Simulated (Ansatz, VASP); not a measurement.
## Mn: VASP beside Ansatz

Contents of INCAR:

```
SYSTEM = Mn
  PREC = Accurate
  ENCUT = 520
  EDIFF = 1E-6
  ISMEAR = -1
  SIGMA = 0.05
  LREAL = .False.
  LASPH = .True.
  NELM = 150
  ALGO = Normal
  ISIF = 2
  LWAVE = .False.
  LCHARG = .False.
  ISPIN = 2
  MAGMOM = -0.6
  LORBIT = 11
  LMAXMIX = 4
  GGA = PS
  NBANDS = 16
```

File KPOINTS:

```
regular mesh
0
Gamma
  18 18 18
  0 0 0
```

File POSCAR:

```
Mn
1.0
   -1.3598276551      1.3598276551      1.3598276551
    1.3598276551     -1.3598276551      1.3598276551
    1.3598276551      1.3598276551     -1.3598276551
Mn
1
Direct
    0.0000000000      0.0000000000      0.0000000000
```

Input for Ansatz:

```yaml
crystal:
  lattice:
    - [-1.3598276551, 1.3598276551, 1.3598276551]
    - [1.3598276551, -1.3598276551, 1.3598276551]
    - [1.3598276551, 1.3598276551, -1.3598276551]
  atoms:
    - { symbol: Mn, position: [0.0, 0.0, 0.0], spin: -0.6 }
hamiltonian:
  xc: pbesol
  pseudopotentials:
    kind: paw
    azcp:
      Mn: "pseudopotentials/Mn.paw.azcp"
basis:
  ecutwfc: 420
  fft_grid_basis: typed
kpoints:
  mp_grid: { grid: [18, 18, 18], shift: [0, 0, 0] }
magnetization:
  spin_polarized: true
scf:
  occupations: { method: fermi_dirac, width: 0.05 }
  lower_state_search: "off"
output:
  stress: true
  write_density: true
  write_potential: true
  elf: true
  volumetric_format: npy
```

Alike in both runs: task single point; functional PBEsol; k mesh 18 × 18 × 18; occupations fermi-dirac, width 0.05 eV; collinear spin.

|  | VASP | Ansatz |
| --- | --- | --- |
| version | VASP 6.6.1 | Ansatz 0.2.0 |
| potentials or method | VASP PAW PBE potentials, release 64 (Mn_pv), cutoff 520 eV | plane waves (420 eV) with PAW, scalar-relativistic |
| valence electrons in the cell | 13 | 15 |

|  | VASP | Ansatz | Ansatz less VASP |
| --- | --- | --- | --- |
| pressure (GPa) | 12.0 | 12.0 | -0.07 |
| net moment per atom (μB) | 0.48 | 0.46 | -0.019 |
| size of the moment on the site where the two differ most (μB) | 0.47 | 0.45 | -0.023 |

VASP's potentials were made for PBE, not for PBEsol, and Ansatz warns of the same on its side. Site moments also hang on the region over which each program counts them. VASP's potentials hold 13 valence electrons a cell and Ansatz's 15, so a difference there can come from the potentials and not from the codes.
